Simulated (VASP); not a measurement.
# H2CO in VASP: notebook

The runs below take H2CO through single point, relaxation of the atoms, with PBE.

All numbers are computed with VASP 6.6.1; they aren't measurements. Logs are shortened: lines on timing, memory, paths and dates and some standing lists are left out, and cuts for length are marked.

### Step 1. The cell of the first run

The cell holds an amorphous packing of atoms, 32 atoms: a = 8.127 Å, b = 8.127 Å, c = 8.127 Å, α = 90.00°, β = 90.00°, γ = 90.00°.

### Step 2. Single point, PBE

INCAR

```
SYSTEM = H2CO
  ALGO = Normal
  EDIFF = 1E-6
  ENCUT = 520
  GGA = PE
  ISIF = 2
  ISMEAR = -1
  LASPH = .True.
  LCHARG = .False.
  LREAL = Auto
  LWAVE = .False.
  NBANDS = 70
  NELM = 60
  PREC = Accurate
  SIGMA = 0.02
```

KPOINTS

```
k-points
0
Gamma
  1 1 1
  0 0 0
```

POSCAR

```
H2CO
1.0
    8.1271360000      0.0000000000      0.0000000000
    0.0000000000      8.1271360000      0.0000000000
    0.0000000000      0.0000000000      8.1271360000
O C H
8 8 16
Direct
    0.0507357775      0.4562179162      0.3041231374
    0.2227336300      0.2982946857     -0.0522742401
    0.6531263757     -0.1723717809      0.2166958644
    0.2543435031      0.8792713897      0.4770426454
   -0.0344419454      0.6447694755      0.7308979318
    0.2888301176      0.8909629073      1.0426425477
    0.8917379412      0.1026347309      0.6500485355
    0.7352344462      0.3014092577      0.0712429308
    0.0812650769      0.3101222749      0.3036659140
    0.3603385471      0.3522557997     -0.0305623028
    0.6449526180     -0.0479110584      0.2990780616
    0.1504749746      0.8578966981      0.3717704185
    0.0648631971      0.5487969679      0.6746382308
    0.4157799782      0.8714806684      0.9673007524
    0.9622228713      0.0255027034      0.7575222898
    0.7830695555      0.4395817716      0.0396879803
    0.2077136878      0.2632764918      0.3292415565
   -0.0152736697      0.2162812015      0.2780146171
    0.4645342490      0.3180499546     -0.1129542908
    0.3871306035      0.4375974079      0.0738995034
    0.6070122964      0.0724695723      0.2453749155
    0.6768252183     -0.0468594675      0.4323149707
    0.1170246311      0.7330502841      0.3269601962
    0.0827927847      0.9636785197      0.3164047490
    0.1856195280      0.5912312038      0.6247735027
    0.0394035258      0.4142757913      0.6696515242
    0.4976184395      0.9762590046      0.9335378569
    0.4571262664      0.7476795256      0.9247625363
    1.0983562503      0.0122664834      0.7592713671
    0.8961235045     -0.0363150335      0.8605768660
    0.9125460635      0.4654890381      0.0055596848
    0.6977834563      0.5471057148      0.0423366472
```

Potentials or basis: VASP PAW PBE potentials, release 64 (O, C, H).

The run is started by

```bash
$ cat potpaw_PBE.64/O/POTCAR potpaw_PBE.64/C/POTCAR potpaw_PBE.64/H/POTCAR > POTCAR
$ mpirun -np 1 vasp_gam > vasp.out
```

OUTCAR:

```text
SYSTEM = H2CO
   EDIFF = 1E-6
   ENCUT = 520
   GGA = PE
   ISIF = 2
   ISMEAR = -1
   LASPH = .True.
   LREAL = Auto
   NELM = 60
   PREC = Accurate

 ion  position               nearest neighbor table
   1  0.051  0.456  0.304-   9 1.21
   2  0.223  0.298  0.948-  10 1.21
   3  0.653  0.828  0.217-  11 1.21
   4  0.254  0.879  0.477-  12 1.21
   5  0.966  0.645  0.731-  13 1.21
   6  0.289  0.891  0.043-  14 1.21
   7  0.892  0.103  0.650-  15 1.22
   8  0.735  0.301  0.071-  16 1.22
   9  0.081  0.310  0.304-  18 1.11  17 1.12   1 1.21
  10  0.360  0.352  0.969-  19 1.11  20 1.12   2 1.21
  11  0.645  0.952  0.299-  22 1.11  21 1.11   3 1.21
  12  0.150  0.858  0.372-  23 1.11  24 1.12   4 1.21
  13  0.065  0.549  0.675-  26 1.11  25 1.12   5 1.21
  14  0.416  0.871  0.967-  27 1.11  28 1.12   6 1.21
  15  0.962  0.026  0.758-  29 1.11  30 1.11   7 1.22
  16  0.783  0.440  0.040-  31 1.11  32 1.12   8 1.22
  17  0.208  0.263  0.329-   9 1.12
  18  0.985  0.216  0.278-   9 1.11
  19  0.465  0.318  0.887-  10 1.11
  20  0.387  0.438  0.074-  10 1.12
  21  0.607  0.072  0.245-  11 1.11
  22  0.677  0.953  0.432-  11 1.11
[... 8 lines left out ...]
  31  0.913  0.465  0.006-  16 1.11
  32  0.698  0.547  0.042-  16 1.12

  LATTYP: Found a simple cubic cell.
 ALAT       =     8.1271360000

  Lattice vectors:

 A1 = (   8.1271360000,   0.0000000000,   0.0000000000)
 A2 = (   0.0000000000,   8.1271360000,   0.0000000000)
 A3 = (   0.0000000000,   0.0000000000,   8.1271360000)

Analysis of symmetry for initial positions (statically):
=====================================================================
 Subroutine PRICEL returns:
 Original cell was already a primitive cell.

 Routine SETGRP: Setting up the symmetry group for a
 simple cubic supercell.

 Subroutine GETGRP returns: Found  1 space group operations
 (whereof  1 operations were pure point group operations)
 out of a pool of 48 trial point group operations.

The static configuration has the point symmetry C_1 .

Analysis of symmetry for dynamics (positions and initial velocities):
=====================================================================
 Subroutine PRICEL returns:
 Original cell was already a primitive cell.

 Routine SETGRP: Setting up the symmetry group for a
 simple cubic supercell.

[... 140 lines left out ...]
   EDIFF  = 0.1E-05   stopping-criterion for ELM
   LREAL  =      T    real-space projection
   EDIFFG = 0.1E-04   stopping-criterion for IOM
   NSW    =      0    number of steps for IOM
   IBRION =     -1    ionic relax: 0-MD 1-quasi-New 2-CG
   NFREE  =      0    steps in history (QN), initial steepest desc. (CG)
   ISIF   =      2    stress and relaxation
   ISYM   =      2    0-nonsym 1-usesym 2-fastsym
   POTIM  = 0.5000    time-step for ionic-motion
   TEBEG  =    0.0;   TEEND  =   0.0 temperature during run
   PSTRESS=    0.0 pullay stress
   NELECT =      96.0000    total number of electrons
   NUPDOWN=      -1.0000    fix difference up-down
   EMIN   =  10.00;   EMAX   =-10.00  energy-range for DOS
   EFERMI =   0.00;   METHOD = LEGACY
   ISMEAR =    -1;   SIGMA  =   0.02  broadening in eV -4-tet -1-fermi 0-gaus
   EFERMI_NEDOS =   21; number of points for ismear=-14 and -15
   IALGO  =     38    algorithm
   IMIX   =      4    mixing-type and parameters
     AMIX     =   0.40;   BMIX     =  1.00
     AMIX_MAG =   1.60;   BMIX_MAG =  1.00
  volume/ion in A,a.u.               =      16.78       113.20
  Fermi-wavevector in a.u.,A,eV,Ry     =   0.922347  1.742983 11.574805  0.850724
  Thomas-Fermi vector in A             =   2.047864
   LORBIT       =      0    0 simple, 1 ext, 2 COOP (PROOUT), +10 PAW based schemes
   GGA     = PE    functional components
   LHFCALC =     F    Hartree Fock is set to
   AEXX    =    0.0000 exact exchange contribution
   IVDW    =     0    specifies the selected vdW correction
   LEPSILON=     F    determine dielectric tensor
   LRPA    =     F    only Hartree local field effects (RPA)
 non-spin polarized calculation
  energy-cutoff  :      520.00
  volume of cell :      536.80
 maximum number of plane-waves:      7206
   NGX = 31   NGY = 31   NGZ = 31

 number of electron      95.9999996 magnetization

 Free energy of the ion-electron system (eV)
  ---------------------------------------------------
  ext. energy  EPLUGINS =         0.00000000
  ---------------------------------------------------
  free energy    TOTEN  =      -178.25798394 eV

  energy without entropy =     -178.25798394  energy(sigma->0) =     -178.25798394

 E-fermi :  -2.7513     XC(G=0):  -5.6836

 val. band max:       -3.3090154403   @ k =   0.0000   0.0000   0.0000
 cond. band min:      -0.3195021887   @ k =   0.0000   0.0000   0.0000
 fundamental gap:      2.9895132515
 Fermi energy:        -2.7512803654

 k-point     1 :       0.0000    0.0000    0.0000
  band No.  band energies     occupation
      1     -24.3467      2.00000
      2     -24.2580      2.00000
      3     -24.1502      2.00000
      4     -24.0788      2.00000
      5     -24.0756      2.00000
      6     -24.0646      2.00000
[... 52 lines left out ...]
     59       3.1573      0.00000
     60       3.1777      0.00000
 [bands above 60 left out]

------------------------ aborting loop because EDIFF is reached ----------------------------------------

  FORCE on cell =-STRESS in cart. coord.  units (eV):
  Direction    XX          YY          ZZ          XY          YZ          ZX
  --------------------------------------------------------------------------------------
  -------------------------------------------------------------------------------------
  Total        1.1153351      1.3383088      0.3721444     -0.2895721      0.2599053      0.1617378
  in kB        3.3289200      3.9944255      1.1107325     -0.8642804      0.7757345      0.4827357
  external PRESSURE =       2.8113593 kB  Pullay stress =       0.0000000 kB

 VOLUME and BASIS-vectors are now :
 -----------------------------------------------------------------------------
  energy-cutoff  :      520.00
  volume of cell :      536.80
      direct lattice vectors                 reciprocal lattice vectors
     8.127136000  0.000000000  0.000000000     0.123044576  0.000000000  0.000000000
     0.000000000  8.127136000  0.000000000     0.000000000  0.123044576  0.000000000
     0.000000000  0.000000000  8.127136000     0.000000000  0.000000000  0.123044576

 POSITION                                       TOTAL-FORCE (eV/Angst)
 -----------------------------------------------------------------------------------
      0.41234      3.70775      2.47165        -0.147921      0.498204      0.028365
      1.81019      2.42428      7.70230        -0.461549     -0.180335     -0.056492
      5.30805      6.72625      1.76112        -0.010166     -0.358421     -0.301410
      2.06708      7.14596      3.87699         0.369865      0.066315      0.342187
      7.84722      5.24013      5.94011        -0.408733      0.440834      0.230832
      2.34736      7.24098      0.34656        -0.469894      0.073461      0.283744
[... 24 lines left out ...]
      7.41639      3.78309      0.04518        -0.004413      0.008251      0.005903
      5.67098      4.44640      0.34408         0.071243      0.024391      0.013511
 -----------------------------------------------------------------------------------
    total drift:                               -0.003012     -0.006692      0.021749

  FREE ENERGIE OF THE ION-ELECTRON SYSTEM (eV)
  ---------------------------------------------------
  free  energy   TOTEN  =      -178.2579839355 eV

  energy  without entropy=     -178.2579839355  energy(sigma->0) =     -178.25798394
```

stdout:

```text
POSCAR found type information on POSCAR O C H
 POSCAR found :  3 types and      32 ions
 scaLAPACK will be used
 LDA part: xc-table for (Slater+PW92), standard interpolation
 POSCAR, INCAR and KPOINTS ok, starting setup
 FFT: planning ... GRIDC
 FFT: planning ... GRID_SOFT
 FFT: planning ... GRID
 WAVECAR not read
 entering main loop
```

It took 51 s on 1 thread of Intel Xeon Platinum 8488C (Sapphire Rapids), shared host; peak memory 0.47 GiB.

What came out:

```yaml
Free_energy: -178.2580 eV
Pressure: 0.3 GPa
Largest_force: 0.644 eV/Å
Band_gap_on_the_k_mesh: 2.99 eV
```

Forces in eV/Å, atoms in the order of the input:
```
O   -0.148  0.498  0.028
O   -0.462 -0.180 -0.056
O   -0.010 -0.358 -0.301
O    0.370  0.066  0.342
O   -0.409  0.441  0.231
O   -0.470  0.073  0.284
O   -0.165  0.115 -0.185
O   -0.158 -0.480  0.099
C    0.184 -0.486 -0.005
C    0.348  0.163  0.075
C   -0.007  0.447  0.339
C   -0.284 -0.042 -0.259
C    0.364 -0.393 -0.256
C    0.474 -0.066 -0.287
C    0.289 -0.246  0.261
C    0.096  0.453 -0.116
H   -0.046 -0.047  0.023
H    0.015  0.003 -0.032
H   -0.003  0.114  0.057
H    0.103 -0.066 -0.071
H   -0.026 -0.048 -0.003
H    0.020 -0.039 -0.008
H   -0.018  0.003 -0.028
H   -0.044 -0.037 -0.059
H   -0.029 -0.008  0.014
H    0.014 -0.020  0.021
H    0.019 -0.010 -0.013
H    0.013  0.003 -0.012
H   -0.019  0.014 -0.029
H   -0.078  0.099 -0.073
H   -0.004  0.008  0.006
H    0.071  0.024  0.014
```

Caveat: the k points lie up to 0.77 Å⁻¹ apart.

### Step 3. Single point, PBE

INCAR

```
ALGO = Normal
EDIFF = 1E-7
ENCUT = 520
GGA = PE
ISIF = 2
ISMEAR = -1
LASPH = T
LCHARG = F
LREAL = Auto
LWAVE = F
NBANDS = 70
NELM = 100
PREC = Accurate
SIGMA = 0.02
```

KPOINTS

```
k-points
0
Gamma
  1 1 1
```

POSCAR

```
H2CO
1.0
    8.1271360000      0.0000000000      0.0000000000
    0.0000000000      8.1271360000      0.0000000000
    0.0000000000      0.0000000000      8.1271360000
O C H
8 8 16
Direct
    0.0589875695      0.3730465443      0.4582179996
    0.1754123470      0.3584657621     -0.0793268379
    0.7637376808     -0.2333786465      0.1809616573
    0.2422870738      0.9465450068      0.4172318514
   -0.0177553323      0.7070756537      0.6410991523
    0.3211832557      0.7717109693      0.9450684718
    0.9372674458      0.1338109760      0.6901939379
    0.6002237443      0.2555389746      0.0368641549
   -0.0036175105      0.2944333650      0.3529164517
    0.3285905392      0.3604836931     -0.1065196891
    0.7101148547     -0.1774302780      0.3005609848
    0.1969574522      0.8082552082      0.3995011281
    0.0944490162      0.6321168983      0.7091181937
    0.3854248286      0.8799040646      1.0300676647
    0.9608181775      0.0936123131      0.8371706835
    0.7177313140      0.3450169900      0.0750941045
   -0.0983864427      0.1785007658      0.3617756612
    0.0467815476      0.3528303205      0.2271156777
    0.3962281424      0.2498174018     -0.1299596808
    0.3856832222      0.4868135589     -0.1007488985
    0.6917319951     -0.0575602525      0.3667835754
    0.6247834415     -0.2748446685      0.3848588236
    0.2785113969      0.7344776807      0.2971526501
    0.0707506310      0.7501166463      0.4137373855
    0.1992583857      0.6359066712      0.6271705063
    0.0377008580      0.5355884287      0.8002942242
    0.4226827261      0.9771215838      0.9303523406
    0.4119040213      0.8875943506      1.1735253354
    1.0646062770      0.0535613038      0.9270424415
    0.8657416340      0.1478380576      0.9282728873
    0.8416372016      0.3429129278      0.0016857107
    0.7241911542      0.4216983695      0.1886150299
```

Potentials or basis: VASP PAW PBE potentials, release 64 (O, C, H).

The run is started by

```bash
$ cat potpaw_PBE.64/O/POTCAR potpaw_PBE.64/C/POTCAR potpaw_PBE.64/H/POTCAR > POTCAR
$ mpirun -np 1 vasp_gam > vasp.out
```

OUTCAR:

```text
EDIFF = 1E-7
   ENCUT = 520
   GGA = PE
   ISIF = 2
   ISMEAR = -1
   LASPH = T
   LREAL = Auto
   NELM = 100
   PREC = Accurate

 ion  position               nearest neighbor table
   1  0.059  0.373  0.458-   9 1.18
   2  0.175  0.358  0.921-  10 1.26
   3  0.764  0.767  0.181-  11 1.16
   4  0.242  0.947  0.417-  12 1.19
   5  0.982  0.707  0.641-  13 1.23
   6  0.321  0.772  0.945-  14 1.23
   7  0.937  0.134  0.690-  15 1.25
   8  0.600  0.256  0.037-  16 1.24
   9  0.996  0.294  0.353-   1 1.18  18 1.20  17 1.22
  10  0.329  0.360  0.893-  19 1.07  20 1.13   2 1.26
  11  0.710  0.823  0.301-  21 1.12   3 1.16  22 1.26
  12  0.197  0.808  0.400-  24 1.14   4 1.19  23 1.22
  13  0.094  0.632  0.709-  25 1.08  26 1.17   5 1.23
  14  0.385  0.880  0.030-  27 1.17  28 1.19   6 1.23
  15  0.961  0.094  0.837-  30 1.16  29 1.16   7 1.25
  16  0.718  0.345  0.075-  32 1.11  31 1.17   8 1.24
  17  0.902  0.179  0.362-   9 1.22
  18  0.047  0.353  0.227-   9 1.20
  19  0.396  0.250  0.870-  10 1.07
  20  0.386  0.487  0.899-  10 1.13
  21  0.692  0.942  0.367-  11 1.12
[... 235 lines left out ...]
 Fermi energy:        -2.1619627411

 k-point     1 :       0.0000    0.0000    0.0000
  band No.  band energies     occupation
      1     -25.4207      2.00000
      2     -24.4582      2.00000
      3     -24.4188      2.00000
      4     -24.1985      2.00000
      5     -24.1149      2.00000
      6     -23.5308      2.00000
[... 52 lines left out ...]
     59       2.8659      0.00000
     60       2.8800      0.00000
 [bands above 60 left out]

------------------------ aborting loop because EDIFF is reached ----------------------------------------

  FORCE on cell =-STRESS in cart. coord.  units (eV):
  Direction    XX          YY          ZZ          XY          YZ          ZX
  --------------------------------------------------------------------------------------
  -------------------------------------------------------------------------------------
  Total       -4.6177574      0.9339450     -4.7088829     -5.6592651      4.5470508     -0.7708035
  in kB      -13.7825354      2.7875285    -14.0545158    -16.8911043     13.5714987     -2.3006031
  external PRESSURE =      -8.3498409 kB  Pullay stress =       0.0000000 kB

 VOLUME and BASIS-vectors are now :
 -----------------------------------------------------------------------------
  energy-cutoff  :      520.00
  volume of cell :      536.80
      direct lattice vectors                 reciprocal lattice vectors
     8.127136000  0.000000000  0.000000000     0.123044576  0.000000000  0.000000000
     0.000000000  8.127136000  0.000000000     0.000000000  0.123044576  0.000000000
     0.000000000  0.000000000  8.127136000     0.000000000  0.000000000  0.123044576

 POSITION                                       TOTAL-FORCE (eV/Angst)
 -----------------------------------------------------------------------------------
      0.47940      3.03180      3.72400         0.395081      0.561390      3.294569
      1.42560      2.91330      7.48244         2.484129     -0.689059     -0.029265
      6.20700      6.23044      1.47070         2.769764     -0.419002     -4.381338
      1.96910      7.69270      3.39090         0.101695      2.115193      1.493701
      7.98284      5.74650      5.21030        -0.996525      1.051950      0.689477
      2.61030      6.27180      7.68070        -0.086490     -0.766391      2.115208
[... 24 lines left out ...]
      6.84010      2.78690      0.01370        -1.372430      0.244003      0.527041
      5.88560      3.42720      1.53290        -0.453661      0.055984     -0.102952
 -----------------------------------------------------------------------------------
    total drift:                               -0.023474     -0.005855      0.003103

  FREE ENERGIE OF THE ION-ELECTRON SYSTEM (eV)
  ---------------------------------------------------
  free  energy   TOTEN  =      -173.4778927012 eV

  energy  without entropy=     -173.4778927012  energy(sigma->0) =     -173.47789270
```

OSZICAR:

```text
N       E                     dE             d eps       ncg     rms          rms(c)
DAV:   1     0.792186255779E+03    0.79219E+03   -0.47290E+04   148   0.120E+03
DAV:   2    -0.757136277322E+02   -0.86790E+03   -0.81353E+03   192   0.277E+02
DAV:   3    -0.183636891722E+03   -0.10792E+03   -0.10654E+03   168   0.106E+02
[... 11 lines left out ...]
DAV:  15    -0.173477900961E+03    0.32331E-04   -0.53190E-05   152   0.372E-02    0.108E-02
DAV:  16    -0.173477895349E+03    0.56124E-05   -0.21287E-05   168   0.182E-02    0.746E-03
DAV:  17    -0.173477893109E+03    0.22395E-05   -0.34438E-06   160   0.773E-03    0.284E-03
DAV:  18    -0.173477892739E+03    0.36993E-06   -0.70843E-07   176   0.361E-03    0.107E-03
DAV:  19    -0.173477892701E+03    0.38232E-07   -0.13770E-07   112   0.186E-03
   1 F= -.17347789E+03 E0= -.17347789E+03  d E =-.114092E-11
```

Run time: 61 s. Hardware: 1 thread of Intel Xeon Platinum 8488C (Sapphire Rapids), shared host; peak memory 0.47 GiB.

Results:

| Property | Result |
| --- | --- |
| Free energy | -173.4779 eV |
| Pressure | -0.8 GPa |
| Largest force | 8.199 eV/Å |
| Band gap on the k mesh | 1.96 eV |

Forces in eV/Å, atoms in the order of the input:
```
O    0.395  0.561  3.295
O    2.484 -0.689 -0.029
O    2.770 -0.419 -4.381
O    0.102  2.115  1.494
O   -0.997  1.052  0.689
O   -0.086 -0.766  2.115
O    1.370 -1.908  2.320
O    1.492  1.154  0.718
C   -0.133 -0.371 -3.812
C   -3.533  1.847  0.776
C   -5.040 -1.401  6.313
C    0.308 -2.702 -4.614
C   -3.931 -1.353 -0.825
C    0.371  0.839 -2.741
C   -1.571  2.974  0.364
C    0.419 -1.072 -0.745
H    1.391  1.669  0.133
H   -1.454 -1.796  0.383
H    0.570 -0.713 -0.398
H    0.296 -0.719 -0.170
H    1.124  0.558 -1.057
H    1.212  1.248 -0.777
H   -0.787 -0.037  1.724
H    0.749  0.692  0.929
H    2.009 -0.632  0.793
H    2.237  1.127 -0.390
H    0.329  0.300  2.308
H   -0.498 -0.252 -1.849
H   -0.013 -0.532 -2.206
H    0.243 -1.070 -0.782
H   -1.372  0.244  0.527
H   -0.454  0.056 -0.103
```

Levels at points of the mesh, in eV from the valence-band top:
```tsv
k point	band 46	band 47	band 48	band 49	band 50	band 51
(0.00, 0.00, 0.00)	-0.59	-0.31	0.00	1.96	2.27	2.45
```

Caveat: the k points lie up to 0.77 Å⁻¹ apart.

[end of part 1 of 3]
